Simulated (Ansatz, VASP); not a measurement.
## LiGeH3 in VASP and in Ansatz

```xyz
10
Lattice="5.8836 0.0000 0.0000 -2.9418 5.0953 0.0000 0.0000 0.0000 4.9422" Properties=species:S:1:pos:R:3 pbc="T T T"
Li    0.0000    3.3969    3.7066
Li    2.9418    1.6984    1.2355
Ge    0.0000    0.0000    0.0000
Ge    0.0000    0.0000    2.4711
H     2.9418    3.3969    3.7066
H     1.4709    0.8492    3.7066
H     4.4127    0.8492    3.7066
H     0.0000    1.6984    1.2355
H     1.4709    4.2461    1.2355
H    -1.4709    4.2461    1.2355
```

Alike in both runs: task relaxation of cell and atoms; functional PBE; k mesh 9 × 9 × 8; occupations gaussian, width 0.1 eV; no spin polarisation.

```csv
,VASP,Ansatz
version,VASP 6.6.1,Ansatz 0.2.0
potentials or method,"VASP PAW PBE potentials, release 64 (Li_sv, Ge_d, H), cutoff 600 eV","scalar-relativistic, plane waves, PAW"
valence electrons in the cell,40,40
```

|  | VASP | Ansatz | Ansatz less VASP |
| --- | --- | --- | --- |
| gap on the k mesh at the Fermi level, each at its own relaxed structure (eV) | none | none | - |
| relaxed volume (Å³/atom) | 9.49 | 9.51 | +0.019 |
| relaxed cell length with the largest relative difference (Å) | 6.091 | 6.105 | +0.0144 |

A gap of «none» marks a metal or a gap that the smearing closes.

Noted on VASP's run: the cutoff is short for stress, so the pressure is rough; the volume moved by over 15 % at a fixed basis, so the end points are rough.
